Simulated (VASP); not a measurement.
Wanted: the native input for a VASP 6.6.1 run.

```
Task                   : single point
Functional             : PBE
Potentials or basis    : VASP PAW PBE potentials, release 64 (Y_sv, Al, N)
Cutoff                 : 520 eV
k mesh                 : 4 × 4 × 4
Occupations            : gaussian, width 0.1 eV
Spin                   : no spin polarisation
Dipole correction      : no
Further INCAR settings : ALGO = Normal; EDIFF = 1e-06; NBANDS = 56
```

The structure of Y5AlN6 lies in POSCAR:

```
Y5AlN6
1.0
    2.5375685200     -7.6127055600      0.0000000000
    2.5375685200      7.6127055600      0.0000000000
    0.0000000000      0.0000000000      5.0751370400
Y Al N
5 1 6
Direct
    0.6666666700      0.3333333300      0.0000000000
    0.8333333300      0.1666666700      0.5000000000
    0.3333333300      0.6666666700      0.0000000000
    0.5000000000      0.5000000000      0.5000000000
    0.1666666700      0.8333333300      0.5000000000
    0.0000000000      0.0000000000      0.0000000000
    0.6666666700      0.3333333300      0.5000000000
    0.3333333300      0.6666666700      0.5000000000
    0.5000000000      0.5000000000      0.0000000000
    0.0000000000      0.0000000000      0.5000000000
    0.1666666700      0.8333333300      0.0000000000
    0.8333333300      0.1666666700      0.0000000000
```

These files were run (other wordings do the same):

INCAR

```
PREC = Accurate ; ENCUT = 520
EDIFF = 1E-6 ; ISMEAR = 0
SIGMA = 0.1 ; LREAL = False
LASPH = True ; NELM = 60
ALGO = Normal ; ISIF = 2
LWAVE = False ; LCHARG = False
GGA = PE ; NBANDS = 56
```

KPOINTS

```
Automatic mesh
0
Gamma
  4 4 4
```

Potentials or basis: VASP PAW PBE potentials, release 64 (Y_sv, Al, N).

Command:

```sh
$ cat potpaw_PBE.64/Y_sv/POTCAR potpaw_PBE.64/Al/POTCAR potpaw_PBE.64/N/POTCAR > POTCAR
$ mpirun -np 1 vasp_std > vasp.out
```

Results of the run:

```
Pressure               : -17.9 GPa
Largest force          : 0.523 eV/Å
Band gap on the k mesh : 0.49 eV
```

Caveat: the cell stands under tension; semilocal functionals underestimate gaps, and a narrow one can read as zero.

It took 5.5 min on 1 thread of Intel(R) Xeon(R) Platinum 8124M CPU @ 3.00GHz (Skylake/Cascade Lake), on a shared host, peak memory 0.48 GiB.
